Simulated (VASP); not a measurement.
# NiO (Fm-3m) in VASP: a series of runs

NiO is run at these levels: PBE+U; tasks: single point.

Everything below comes from runs of VASP 6.6.1. Logs are shortened: lines on timing, memory, paths and dates and some standing lists are left out, and cuts for length are marked.

## (1) The cell of the first run

Symmetry: Fm-3m, No. 225, cubic system. Conventional cell: a = 4.268 Å, b = 4.268 Å, c = 4.268 Å, α = 90.00°, β = 90.00°, γ = 90.00°. Ni (site symmetry m-3m) has 6 O at 2.13 Å within 2.8 Å. O (site symmetry m-3m) has 6 Ni at 2.13 Å within 2.8 Å.

## (2) Single point, PBE+U, collinear spin, ferromagnetic start

Contents of INCAR:

```
SYSTEM = NiO
  PREC = Accurate
  ENCUT = 520
  EDIFF = 1E-7
  ISMEAR = 0
  SIGMA = 0.05
  LREAL = .False.
  LASPH = .True.
  NELM = 150
  ALGO = Normal
  ISIF = 2
  LWAVE = .False.
  LCHARG = .True.
  ISPIN = 2
  MAGMOM = 1.91 0
  LORBIT = 11
  LMAXMIX = 4
  LDAU = .True.
  LDAUTYPE = 2
  LDAUL = 2 -1
  LDAUU = 6.2 0
  LDAUJ = 0 0
  LDAUPRINT = 1
  GGA = PE
  LELF = .True.
  LVHAR = .True.
  NBANDS = 19
```

Contents of KPOINTS:

```
Automatic mesh
0
Gamma
  8 8 8
  0 0 0
```

Contents of POSCAR:

```
NiO
1.0
    0.0000000000      2.1338354365      2.1338354365
    2.1338354365      0.0000000000      2.1338354365
    2.1338354365      2.1338354365      0.0000000000
Ni O
1 1
Direct
    0.0000000000      0.0000000000      0.0000000000
    0.5000000000      0.5000000000      0.5000000000
```

Potentials or basis: VASP PAW PBE potentials, release 64 (Ni, O).

Started as:

```sh
$ cat potpaw_PBE.64/Ni/POTCAR potpaw_PBE.64/O/POTCAR > POTCAR
$ mpirun -np 1 vasp_std > vasp.out
```

OUTCAR:

```text
SYSTEM = NiO
   PREC = Accurate
   ENCUT = 520
   EDIFF = 1E-7
   ISMEAR = 0
   LREAL = .False.
   LASPH = .True.
   NELM = 150
   ISIF = 2
   ISPIN = 2
   LORBIT = 11
   GGA = PE

 ion  position               nearest neighbor table
   1  0.000  0.000  0.000-   2 2.13   2 2.13   2 2.13   2 2.13   2 2.13   2 2.13
   2  0.500  0.500  0.500-   1 2.13   1 2.13   1 2.13   1 2.13   1 2.13   1 2.13

  LATTYP: Found a face centered cubic cell.
 ALAT       =     4.2676708730

  Lattice vectors:

 A1 = (   0.0000000000,   2.1338354365,   2.1338354365)
 A2 = (   2.1338354365,   0.0000000000,   2.1338354365)
 A3 = (   2.1338354365,   2.1338354365,   0.0000000000)

Analysis of symmetry for initial positions (statically):
=====================================================================
 Subroutine PRICEL returns:
 Original cell was already a primitive cell.

 Routine SETGRP: Setting up the symmetry group for a
 face centered cubic supercell.

 Subroutine GETGRP returns: Found 48 space group operations
 (whereof 48 operations were pure point group operations)
 out of a pool of 48 trial point group operations.

The static configuration has the point symmetry O_h .

Analysis of symmetry for dynamics (positions and initial velocities):
=====================================================================
 Subroutine PRICEL returns:
 Original cell was already a primitive cell.

 Routine SETGRP: Setting up the symmetry group for a
 face centered cubic supercell.

 Subroutine GETGRP returns: Found 48 space group operations
 (whereof 48 operations were pure point group operations)
 out of a pool of 48 trial point group operations.

The dynamic configuration has the point symmetry O_h .

Analysis of structural, dynamic, and magnetic symmetry:
=====================================================================
 Subroutine PRICEL returns:
 Original cell was already a primitive cell.

 Routine SETGRP: Setting up the symmetry group for a
 face centered cubic supercell.

[... 165 lines left out ...]
  0.0000  0.0000  0.0000 -0.0000  0.1273

 occupancies and eigenvectors

  o =  0.1273  v =  0.0000  0.0000  0.0000  0.0000  0.0000  0.0000 -0.0000  1.0000  0.0000 -0.0072      0.0000  0.0000  0.0000  0.0000  0.0000  0.0000  0.0000  0.0000  0.0000  0.0000
  o =  0.1273  v =  0.0000  0.0000  0.0000  0.0000  0.0000  0.0000  0.0000  0.0072 -0.0000  1.0000      0.0000  0.0000  0.0000  0.0000  0.0000  0.0000  0.0000  0.0000  0.0000  0.0000
  o =  0.9805  v =  0.0000  0.0000  0.0000  0.0000  0.0000  1.0000  0.0000  0.0000  0.0000  0.0000      0.0000  0.0000  0.0000  0.0000  0.0000  0.0000  0.0000  0.0000  0.0000  0.0000
  o =  0.9805  v =  0.0000  0.0000  0.0000  0.0000  0.0000  0.0000  0.9912  0.0000  0.1326 -0.0000      0.0000  0.0000  0.0000  0.0000  0.0000  0.0000  0.0000  0.0000  0.0000  0.0000
  o =  0.9805  v =  0.0000  0.0000  0.0000  0.0000  0.0000  0.0000 -0.1326 -0.0000  0.9912 -0.0000      0.0000  0.0000  0.0000  0.0000  0.0000  0.0000  0.0000  0.0000  0.0000  0.0000
  o =  0.9818  v =  0.0000 -0.5734  0.0000  0.8193 -0.0000  0.0000  0.0000  0.0000  0.0000  0.0000      0.0000  0.0000  0.0000  0.0000  0.0000  0.0000  0.0000  0.0000  0.0000  0.0000
  o =  0.9818  v =  0.0000  0.8193 -0.0000  0.5734  0.0000  0.0000  0.0000  0.0000  0.0000  0.0000      0.0000  0.0000  0.0000  0.0000  0.0000  0.0000  0.0000  0.0000  0.0000  0.0000
  o =  0.9818  v =  1.0000  0.0000  0.0000  0.0000  0.0000  0.0000  0.0000  0.0000  0.0000  0.0000      0.0000  0.0000  0.0000  0.0000  0.0000  0.0000  0.0000  0.0000  0.0000  0.0000
  o =  1.0279  v =  0.0000  0.0000  0.0033  0.0000 -1.0000  0.0000  0.0000  0.0000  0.0000  0.0000      0.0000  0.0000  0.0000  0.0000  0.0000  0.0000  0.0000  0.0000  0.0000  0.0000
  o =  1.0279  v =  0.0000 -0.0000 -1.0000  0.0000 -0.0033  0.0000  0.0000  0.0000  0.0000  0.0000      0.0000  0.0000  0.0000  0.0000  0.0000  0.0000  0.0000  0.0000  0.0000  0.0000

 number of electron      16.0000009 magnetization       2.0000021

 Free energy of the ion-electron system (eV)
  ---------------------------------------------------
  ext. energy  EPLUGINS =         0.00000000
  ---------------------------------------------------
  free energy    TOTEN  =       -10.14175597 eV

  energy without entropy =      -10.14175597  energy(sigma->0) =      -10.14175597

 E-fermi :   6.2013     XC(G=0): -12.2721

 val. band max:        5.9304058636   @ k =   0.5000   0.0000   0.0000
 cond. band min:       8.2903053827   @ k =   0.0000   0.0000   0.0000
 fundamental gap:      2.3598995191
 Fermi energy:         6.2012729901

 spin component 1

 k-point     1 :       0.0000    0.0000    0.0000
  band No.  band energies     occupation
      1     -12.3611      1.00000
      2      -0.1244      1.00000
      3      -0.1243      1.00000
      4       0.9892      1.00000
      5       0.9893      1.00000
      6       0.9893      1.00000
[... 1049 lines left out ...]
     18      37.1722      0.00000
     19      38.2249      0.00000

 [... further k-points ...]
[... 5 lines left out ...]
  --------------------------------------------------------------------------------------
  -------------------------------------------------------------------------------------
  Total       -0.9982009     -0.9982009     -0.9982009      0.0000000      0.0000000      0.0000000
  in kB      -82.3030201    -82.3030201    -82.3030201      0.0000000      0.0000000      0.0000000
  external PRESSURE =     -82.3030201 kB  Pullay stress =       0.0000000 kB

 VOLUME and BASIS-vectors are now :
 -----------------------------------------------------------------------------
  energy-cutoff  :      520.00
  volume of cell :       19.43
      direct lattice vectors                 reciprocal lattice vectors
     0.000000000  2.133835437  2.133835437    -0.234319850  0.234319850  0.234319850
     2.133835437  0.000000000  2.133835437     0.234319850 -0.234319850  0.234319850
     2.133835437  2.133835437  0.000000000     0.234319850  0.234319850 -0.234319850

 POSITION                                       TOTAL-FORCE (eV/Angst)
 -----------------------------------------------------------------------------------
      0.00000      0.00000      0.00000        -0.000000     -0.000000      0.000000
      2.13384      2.13384      2.13384         0.000000      0.000000      0.000000
 -----------------------------------------------------------------------------------
    total drift:                                0.000000     -0.000000     -0.000000

  FREE ENERGIE OF THE ION-ELECTRON SYSTEM (eV)
  ---------------------------------------------------
  free  energy   TOTEN  =       -10.1417559741 eV

  energy  without entropy=      -10.1417559741  energy(sigma->0) =      -10.14175597

 total charge

# of ion       s       p       d       tot
------------------------------------------
    1        0.326   0.378   8.172   8.877
    2        1.548   3.449   0.000   4.997
--------------------------------------------------
tot          1.874   3.827   8.172  13.874

 magnetization (x)

# of ion       s       p       d       tot
------------------------------------------
    1        0.012   0.012   1.803   1.827
    2        0.016   0.147   0.000   0.163
--------------------------------------------------
tot          0.028   0.159   1.803   1.990
```

Run time: 21 s. Hardware: 1 thread of Intel Xeon Platinum 8488C (Sapphire Rapids), shared host; peak memory 0.15 GiB.

Results:

```yaml
Free_energy: -10.1418 eV
Pressure: -8.2 GPa
Band_gap_on_the_k_mesh: 2.36 eV, indirect (least direct gap 3.21 eV)
Net_moment: 2.00 μB per cell
Site_moments: Ni +1.83; O +0.16 μB
Valence_electrons_inside_the_program's_atomic_spheres: Ni 8.88; O 5.00
```

Eigenvalues of the final occupation matrices:
```tsv
site	spin	trace	eigenvalues
site 1 d	1	5.00	0.98 0.98 0.98 1.03 1.03
site 1 d	2	3.20	0.13 0.13 0.98 0.98 0.98
```

Caveat: a cell with one magnetic atom can't hold antiferromagnetic order, which such compounds often take. The state reached can hang on the start; a lower one may exist.

## (3) Single point, PBE+U, collinear spin, ferromagnetic start

Contents of INCAR:

```
ALGO     = Normal         # electronic algorithm
EDIFF    = 1E-6           # SCF threshold, eV
ENCUT    = 520            # plane-wave cutoff, eV
GGA      = PE             # functional
ISIF     = 2              # what is computed and relaxed
ISMEAR   = 0              # smearing method
ISPIN    = 2              # spin polarisation
LASPH    = T              # aspherical terms in the spheres
LCHARG   = T              # write CHGCAR
LDAU     = T              # DFT+U
LDAUJ    = 0 0          
LDAUL    = 2 -1           # shell
LDAUPRINT= 1            
LDAUTYPE = 2            
LDAUU    = 6.2 0          # U, eV
LELF     = T              # ELF
LMAXMIX  = 4              # l up to which the mixer works
LORBIT   = 11             # projections on sites
LREAL    = F              # projectors in reciprocal space
LVHAR    = T            
LWAVE    = F              # write WAVECAR
MAGMOM   = 1.91 0         # initial moments
NBANDS   = 19             # bands
NELM     = 150            # most SCF steps
PREC     = Accurate       # precision mode
SIGMA    = 0.05           # smearing width, eV
```

Contents of KPOINTS:

```
k-points
0
Gamma
  8 8 8
```

POSCAR is that of step 2.

Potentials or basis: VASP PAW PBE potentials, release 64 (Ni, O).

Started as:

```sh
$ cat potpaw_PBE.64/Ni/POTCAR potpaw_PBE.64/O/POTCAR > POTCAR
$ mpirun -np 1 vasp_std > vasp.out
```

Run time: 20 s. Hardware: 1 thread of Intel Xeon Platinum 8488C (Sapphire Rapids), shared host; peak memory 0.15 GiB.

It converged, with:

| Item | Value |
| --- | --- |
| Free energy | -10.1418 eV |
| Pressure | -8.2 GPa |
| Band gap on the k mesh | 2.36 eV, indirect (least direct gap 3.21 eV) |
| Net moment | 2.00 μB per cell |
| Site moments | Ni +1.83; O +0.16 μB |
| Valence electrons inside the program's atomic spheres | Ni 8.88; O 5.00 |

Levels at points of the mesh, in eV from the valence-band top:
Spin up:
| k point | band 5 | band 6 | band 7 | band 8 | band 9 | band 10 | band 11 | band 12 | band 13 | band 14 |
| --- | --- | --- | --- | --- | --- | --- | --- | --- | --- | --- |
| (0.00, 0.00, 0.00) | -4.94 | -4.94 | -1.18 | -1.18 | -1.18 | 2.36 | 17.57 | 17.57 | 17.57 | 18.77 |
| (0.50, 0.00, 0.00) | -4.51 | -4.51 | -3.11 | 0.00 | 0.00 | 6.59 | 10.54 | 14.57 | 14.57 | 20.14 |
| (0.50, 0.50, 0.00) | -5.02 | -4.22 | -4.22 | -2.46 | -2.46 | 6.63 | 11.38 | 11.51 | 17.00 | 17.00 |
Spin down:
```csv
k point,band 3,band 4,band 5,band 6,band 7,band 8,band 9,band 10,band 11,band 12
"(0.00, 0.00, 0.00)",-3.94,-3.94,-0.85,-0.85,-0.85,2.62,2.62,2.71,17.82,17.82
"(0.50, 0.00, 0.00)",-3.89,-3.89,-2.24,-1.79,-1.79,4.73,4.73,6.76,10.99,14.95
"(0.50, 0.50, 0.00)",-4.58,-3.15,-3.15,-2.15,-2.15,3.03,3.37,7.27,11.65,11.76
```

Eigenvalues of the final occupation matrices:
```tsv
site	spin	trace	eigenvalues
site 1 d	1	5.00	0.98 0.98 0.98 1.03 1.03
site 1 d	2	3.20	0.13 0.13 0.98 0.98 0.98
```

Caveat: a cell with one magnetic atom can't hold antiferromagnetic order, which such compounds often take.
